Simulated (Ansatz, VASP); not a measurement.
# SrO in VASP and in Ansatz

```
Sr O
1.0
     0.00000    2.56630    2.56630
     2.56630    0.00000    2.56630
     2.56630    2.56630    0.00000
Sr O
1 1
Direct
  0.50000 0.50000 0.50000
  0.00000 0.00000 0.00000
```

Alike in both runs: task relaxation of cell and atoms; functional PBEsol; k mesh 9 × 9 × 9; occupations fermi-dirac, width 0.05 eV; no spin polarisation.

```csv
,VASP,Ansatz
version,VASP 6.6.1,Ansatz 0.2.0
potentials or method,"VASP PAW PBE potentials, release 64 (Sr_sv, O), cutoff 600 eV","all-electron LAPW, scalar-relativistic"
```

|  | VASP | Ansatz | Ansatz less VASP |
| --- | --- | --- | --- |
| relaxed volume (Å³/atom) | 16.90 | 16.80 | -0.099 |
| relaxed cell length with the largest relative difference (Å) | 3.629 | 3.622 | -0.0071 |

VASP's potentials were made for PBE, not for PBEsol. Ansatz ran all-electron here, and VASP with PAW potentials.

Noted on VASP's run: the relaxation stopped at its first step, so nothing moved.
